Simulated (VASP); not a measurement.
# Bi2Se3 (R-3m) in VASP: single point with PBE

Aim: the single point of Bi2Se3 with PBE.

Everything below comes from runs of VASP 6.6.1. Logs are shortened: lines on timing, memory, paths and dates and some standing lists are left out, and cuts for length are marked.

### Step 1. The cell of the first run

Symmetry: R-3m, No. 166, trigonal system. The conventional cell has a = 4.161 Å, b = 4.161 Å, c = 28.382 Å, α = 90.00°, β = 90.00°, γ = 120.00°. Bi (site symmetry 3m) has 6 Se at 2.87 to 3.08 Å within 3.8 Å. Se (site symmetry -3m) has 6 Bi at 3.08 Å within 4.0 Å. Within 3.8 Å of Se (site symmetry 3m) lie 3 Bi at 2.87 Å and 3 Se at 3.46 Å.

### Step 2. Single point, PBE

Contents of INCAR:

```
PREC = Accurate ; ENCUT = 520
EDIFF = 1E-7 ; ISMEAR = 0
SIGMA = 0.05 ; LREAL = F
LASPH = T ; NELM = 60
ALGO = Normal ; ISIF = 2
LWAVE = F ; LCHARG = F
GGA = PE ; NBANDS = 32
```

Contents of KPOINTS:

```
regular mesh
0
Gamma
  8 8 8
```

Contents of POSCAR:

```
Bi2Se3
1.0
    2.0807408732      1.2013163033      9.4607413423
   -2.0807408732      1.2013163033      9.4607413423
    0.0000000000     -2.4026326065      9.4607413423
Bi Se
2 3
Direct
    0.4010046516      0.4010046516      0.4010046516
    0.5989953484      0.5989953484      0.5989953484
    0.0000000000      0.0000000000      0.0000000000
    0.2104979480      0.2104979480      0.2104979480
    0.7895020520      0.7895020520      0.7895020520
```

Potentials or basis: VASP PAW PBE potentials, release 64 (Bi_d, Se).

On the command line:

```bash
> cat potpaw_PBE.64/Bi_d/POTCAR potpaw_PBE.64/Se/POTCAR > POTCAR
> mpirun -np 1 vasp_std > vasp.out
```

OUTCAR:

```text
PREC = Accurate
   ENCUT = 520
   EDIFF = 1E-7
   ISMEAR = 0
   LREAL = F
   LASPH = T
   NELM = 60
   ISIF = 2
   GGA = PE

 ion  position               nearest neighbor table
   1  0.401  0.401  0.401-   5 2.87   5 2.87   5 2.87   3 3.08   3 3.08   3 3.08
   2  0.599  0.599  0.599-   4 2.87   4 2.87   4 2.87   3 3.08   3 3.08   3 3.08
   3  0.000  0.000  0.000-   2 3.08   2 3.08   1 3.08   1 3.08   2 3.08   1 3.08
   4  0.210  0.210  0.210-   2 2.87   2 2.87   2 2.87
   5  0.790  0.790  0.790-   1 2.87   1 2.87   1 2.87

  LATTYP: Found a trigonal (rhomboedric) cell.
 ALAT       =     9.7610588661
 COS(alpha) =     0.9091192027

  Lattice vectors:

 A1 = (   2.0807408732,   1.2013163033,   9.4607413423)
 A2 = (  -2.0807408732,   1.2013163033,   9.4607413423)
 A3 = (   0.0000000000,  -2.4026326065,   9.4607413423)

Analysis of symmetry for initial positions (statically):
=====================================================================
 Subroutine PRICEL returns:
 Original cell was already a primitive cell.

 Routine SETGRP: Setting up the symmetry group for a
 trigonal (rhombohedral) supercell.

 Subroutine GETGRP returns: Found 12 space group operations
 (whereof 12 operations were pure point group operations)
 out of a pool of 12 trial point group operations.

The static configuration has the point symmetry D_3d.

Analysis of symmetry for dynamics (positions and initial velocities):
=====================================================================
 Subroutine PRICEL returns:
 Original cell was already a primitive cell.

 Routine SETGRP: Setting up the symmetry group for a
 trigonal (rhombohedral) supercell.

 Subroutine GETGRP returns: Found 12 space group operations
 (whereof 12 operations were pure point group operations)
 out of a pool of 12 trial point group operations.

The dynamic configuration has the point symmetry D_3d.

 Subroutine INISYM returns: Found 12 space group operations
 (whereof 12 operations are pure point group operations),
 and found     1 'primitive' translations

----------------------------------------------------------------------------------------

                                     Primitive cell

  volume of cell :     141.8900

  direct lattice vectors                    reciprocal lattice vectors
     2.080740873  1.201316303  9.460741342     0.240299024  0.138736706  0.035233321
    -2.080740873  1.201316303  9.460741342    -0.240299024  0.138736706  0.035233321
     0.000000000 -2.402632607  9.460741342     0.000000000 -0.277473412  0.035233321

  length of vectors
     9.761058866  9.761058866  9.761058866     0.279701414  0.279701414  0.279701414

  position of ions in fractional coordinates (direct lattice)
     0.401004652  0.401004652  0.401004652
     0.598995348  0.598995348  0.598995348
     0.000000000  0.000000000  0.000000000
     0.210497948  0.210497948  0.210497948
     0.789502052  0.789502052  0.789502052

  ion indices of the primitive-cell ions
   primitive index   ion index
                 1           1
                 2           2
                 3           3
                 4           4
                 5           5

----------------------------------------------------------------------------------------

 KPOINTS: regular mesh

Automatic generation of k-mesh.
 Grid dimensions read from file:
 generate k-points for:    8    8    8

 Generating k-lattice:

  Cartesian coordinates                     Fractional coordinates (reciprocal lattice)
     0.030037378  0.017342088  0.004404165     0.125000000 -0.000000000 -0.000000000
    -0.030037378  0.017342088  0.004404165    -0.000000000  0.125000000 -0.000000000
     0.000000000 -0.034684176  0.004404165     0.000000000  0.000000000  0.125000000

  Length of vectors
     0.034962677  0.034962677  0.034962677

  Shift w.r.t. Gamma in fractional coordinates (k-lattice)
     0.000000000  0.000000000  0.000000000

 Subroutine IBZKPT returns following result:
 ===========================================

 Found     65 irreducible k-points:

 Following reciprocal coordinates:
            Coordinates               Weight
  0.000000  0.000000  0.000000      1.000000
  0.125000  0.000000  0.000000      6.000000
  0.250000  0.000000  0.000000      6.000000
  0.375000  0.000000  0.000000      6.000000
  0.500000  0.000000  0.000000      3.000000
  0.125000  0.125000  0.000000      6.000000
[... 16 lines left out ...]
  0.250000  0.125000  0.125000      6.000000
  0.375000  0.125000  0.125000      6.000000
 [... further k-points ...]
   k-points           NKPTS =     65   k-points in BZ     NKDIM =     65   number of bands    NBANDS=     32
   number of dos      NEDOS =    301   number of ions     NIONS =      5
   total plane-waves  NPLWV = 512000
   dimension x,y,z NGX =    80 NGY =   80 NGZ =   80
   dimension x,y,z NGXF=   160 NGYF=  160 NGZF=  160
   ions per type =               2   3
   NGX,Y,Z   is equivalent  to a cutoff of  13.63, 13.63, 13.63 a.u.
   NGXF,Y,Z  is equivalent  to a cutoff of  27.25, 27.25, 27.25 a.u.
 SYSTEM =  unknown system
   PREC   = accura    normal or accurate (medium, high low for compatibility)
   ISTART =      0    job   : 0-new  1-cont  2-samecut
   ICHARG =      2    charge: 1-file 2-atom 10-const
   ISPIN  =      1    spin polarized calculation?
   LNONCOLLINEAR =      F non collinear calculations
   LSORBIT =      F    spin-orbit coupling
   LASPH  =      T    aspherical Exc in radial PAW
   ENCUT  =  520.0 eV  38.22 Ry    6.18 a.u.  18.15 18.15 18.15*2*pi/ulx,y,z
   NELM   =     60;   NELMIN=  2; NELMDL= -5     # of ELM steps
   EDIFF  = 0.1E-06   stopping-criterion for ELM
   LREAL  =      F    real-space projection
   EDIFFG = 0.1E-05   stopping-criterion for IOM
   NSW    =      0    number of steps for IOM
   IBRION =     -1    ionic relax: 0-MD 1-quasi-New 2-CG
   NFREE  =      0    steps in history (QN), initial steepest desc. (CG)
   ISIF   =      2    stress and relaxation
   ISYM   =      2    0-nonsym 1-usesym 2-fastsym
   POTIM  = 0.5000    time-step for ionic-motion
   TEBEG  =    0.0;   TEEND  =   0.0 temperature during run
   PSTRESS=    0.0 pullay stress
   NELECT =      48.0000    total number of electrons
   NUPDOWN=      -1.0000    fix difference up-down
   EMIN   =  10.00;   EMAX   =-10.00  energy-range for DOS
   EFERMI =   0.00;   METHOD = LEGACY
   ISMEAR =     0;   SIGMA  =   0.05  broadening in eV -4-tet -1-fermi 0-gaus
   EFERMI_NEDOS =   21; number of points for ismear=-14 and -15
   IALGO  =     38    algorithm
   IMIX   =      4    mixing-type and parameters
     AMIX     =   0.40;   BMIX     =  1.00
     AMIX_MAG =   1.60;   BMIX_MAG =  1.00
  volume/ion in A,a.u.               =      28.38       191.50
  Fermi-wavevector in a.u.,A,eV,Ry     =   1.140700  2.155610 17.703843  1.301196
  Thomas-Fermi vector in A             =   2.277401
   LORBIT       =      0    0 simple, 1 ext, 2 COOP (PROOUT), +10 PAW based schemes
   GGA     = PE    functional components
   LHFCALC =     F    Hartree Fock is set to
   AEXX    =    0.0000 exact exchange contribution
   IVDW    =     0    specifies the selected vdW correction
   LEPSILON=     F    determine dielectric tensor
   LRPA    =     F    only Hartree local field effects (RPA)
 non-spin polarized calculation
 Gauss-broadening in eV      SIGMA  =   0.05
  energy-cutoff  :      520.00
  volume of cell :      141.89
 maximum number of plane-waves:      3854
 NGX is ok and might be reduce to    80
   NGX = 37   NGY = 37   NGZ = 37

 number of electron      47.9999996 magnetization

 Free energy of the ion-electron system (eV)
  ---------------------------------------------------
  ext. energy  EPLUGINS =         0.00000000
  ---------------------------------------------------
  free energy    TOTEN  =       -20.15841338 eV

  energy without entropy =      -20.15840112  energy(sigma->0) =      -20.15840725

 E-fermi :   5.0704     XC(G=0):  -9.5088

 val. band max:        4.9962857487   @ k =   0.0000   0.0000   0.0000
 cond. band min:       5.1444779624   @ k =   0.0000   0.0000   0.0000
 fundamental gap:      0.1481922137
 Fermi energy:         5.0703818629

 k-point     1 :       0.0000    0.0000    0.0000
  band No.  band energies     occupation
      1     -18.1558      2.00000
      2     -18.1558      2.00000
      3     -18.1540      2.00000
      4     -18.1540      2.00000
      5     -18.1501      2.00000
      6     -18.1475      2.00000
[... 24 lines left out ...]
     31      10.8175      0.00000
     32      11.9124      0.00000

 k-point     2 :       0.1250    0.0000    0.0000
  band No.  band energies     occupation
      1     -18.1579      2.00000
      2     -18.1557      2.00000
      3     -18.1523      2.00000
      4     -18.1505      2.00000
      5     -18.1478      2.00000
      6     -18.1454      2.00000
[... 24 lines left out ...]
     31      10.3982      0.00000
     32      10.9875      0.00000

 k-point     3 :       0.2500    0.0000    0.0000
  band No.  band energies     occupation
      1     -18.1641      2.00000
      2     -18.1608      2.00000
      3     -18.1470      2.00000
      4     -18.1455      2.00000
      5     -18.1436      2.00000
      6     -18.1424      2.00000
[... 24 lines left out ...]
     31       9.5147      0.00000
     32      11.1955      0.00000

 k-point     4 :       0.3750    0.0000    0.0000
  band No.  band energies     occupation
      1     -18.1714      2.00000
      2     -18.1667      2.00000
      3     -18.1506      2.00000
      4     -18.1457      2.00000
      5     -18.1446      2.00000
      6     -18.1405      2.00000
[... 654 lines left out ...]
     31      10.8171      0.00000
     32      11.7195      0.00000

 k-point    23 :       0.2500    0.1250    0.1250
  band No.  band energies     occupation
      1     -18.1579      2.00000
      2     -18.1557      2.00000
      3     -18.1523      2.00000
      4     -18.1505      2.00000
      5     -18.1478      2.00000
      6     -18.1455      2.00000
[... 24 lines left out ...]
     31      10.3588      0.00000
     32      11.1881      0.00000

 k-point    24 :       0.3750    0.1250    0.1250
  band No.  band energies     occupation
      1     -18.1641      2.00000
      2     -18.1608      2.00000
      3     -18.1470      2.00000
      4     -18.1455      2.00000
      5     -18.1436      2.00000
      6     -18.1424      2.00000
[... 24 lines left out ...]
     31       9.6126      0.00000
     32      11.2636      0.00000

 [... further k-points ...]

------------------------ aborting loop because EDIFF is reached ----------------------------------------

  FORCE on cell =-STRESS in cart. coord.  units (eV):
  Direction    XX          YY          ZZ          XY          YZ          ZX
  --------------------------------------------------------------------------------------
  -------------------------------------------------------------------------------------
  Total        1.6962098      1.6962098      1.9585765      0.0000000      0.0000000      0.0000000
  in kB       19.1530683     19.1530683     22.1156308      0.0000000      0.0000000      0.0000000
  external PRESSURE =      20.1405891 kB  Pullay stress =       0.0000000 kB

 VOLUME and BASIS-vectors are now :
 -----------------------------------------------------------------------------
  energy-cutoff  :      520.00
  volume of cell :      141.89
      direct lattice vectors                 reciprocal lattice vectors
     2.080740873  1.201316303  9.460741342     0.240299024  0.138736706  0.035233321
    -2.080740873  1.201316303  9.460741342    -0.240299024  0.138736706  0.035233321
     0.000000000 -2.402632607  9.460741342     0.000000000 -0.277473412  0.035233321

 POSITION                                       TOTAL-FORCE (eV/Angst)
 -----------------------------------------------------------------------------------
      0.00000      0.00000     11.38140         0.000000     -0.000000     -0.018500
      0.00000      0.00000     17.00082         0.000000      0.000000      0.018500
      0.00000      0.00000      0.00000         0.000000     -0.000000      0.000000
      0.00000      0.00000      5.97440         0.000000      0.000000      0.003044
      0.00000      0.00000     22.40782         0.000000     -0.000000     -0.003044
 -----------------------------------------------------------------------------------
    total drift:                                0.000000      0.000000      0.000000

  FREE ENERGIE OF THE ION-ELECTRON SYSTEM (eV)
  ---------------------------------------------------
  free  energy   TOTEN  =       -20.1584133797 eV

  energy  without entropy=      -20.1584011222  energy(sigma->0) =      -20.15840725
```

Run time: 23 min. Hardware: 1 thread of Intel Xeon Platinum 8375C at 2.90GHz (Ice Lake), shared host; peak memory 1 GiB.

What came out:

```
Free energy            : -20.1584 eV
Pressure               : 2.0 GPa
Largest force          : 0.018 eV/Å
Band gap on the k mesh : 0.15 eV
```

Forces in eV/Å, atoms in the order of the input:
```
Bi   0.000  0.000 -0.018
Bi   0.000  0.000  0.018
Se   0.000  0.000  0.000
Se   0.000  0.000  0.003
Se   0.000  0.000 -0.003
```

Levels at points of the mesh, in eV from the valence-band top:
| k point | band 21 | band 22 | band 23 | band 24 | band 25 | band 26 | band 27 | band 28 |
| --- | --- | --- | --- | --- | --- | --- | --- | --- |
| (0.00, 0.00, 0.00) | -1.90 | -1.24 | -1.24 | 0.00 | 0.15 | 1.30 | 1.30 | 2.10 |
| (0.50, 0.00, 0.00) | -3.04 | -2.22 | -1.24 | -0.53 | 0.79 | 1.81 | 2.96 | 3.15 |
| (0.50, 0.50, 0.00) | -1.94 | -1.88 | -1.72 | -0.96 | 1.33 | 1.93 | 2.55 | 2.95 |
| (0.50, 0.50, 0.50) | -1.59 | -1.46 | -1.46 | -0.51 | 0.66 | 1.65 | 1.65 | 1.98 |

Caveat: spin-orbit coupling is left out, which moves the levels of the heavy elements.
